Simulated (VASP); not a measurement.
**Ir: single point with PBE**

Crystal: Ir.

```
CELL_PARAMETERS angstrom
0.00000 1.93514 1.93514
1.93514 0.00000 1.93514
1.93514 1.93514 0.00000
ATOMIC_POSITIONS crystal
Ir 0.00000 0.00000 0.00000
```

```yaml
Program: VASP 6.6.1
Task: single point
Functional: PBE
Potentials_or_basis: VASP PAW PBE potentials, release 64 (Ir)
Cutoff: 500 eV
k_mesh: 18 × 18 × 18
Occupations: gaussian, width 0.1 eV
Spin: no spin polarisation
```

* Pressure: 0.6 GPa

Levels at points of the mesh, in eV from the Fermi level:
```
           k point  band 1  band 2  band 3  band 4  band 5  band 6  band 7  band 8  band 9
(0.00, 0.00, 0.00)  -10.89   -3.78   -3.78   -3.78   -1.19   -1.19   14.34   19.78   19.78
(0.50, 0.00, 0.00)   -7.88   -3.87   -3.87   -0.73    0.82    0.82    6.99   13.88   19.55
(0.50, 0.50, 0.00)   -7.67   -7.11    0.79    1.38    1.38    1.67   10.15   11.56   11.56
```

It took 22 s on 1 thread of AMD EPYC 7R43 64-Core Processor (Zen 3) (shared host), peak memory 0.11 GiB.

Caveat: spin-orbit coupling is left out, which moves the levels of the heavy elements.
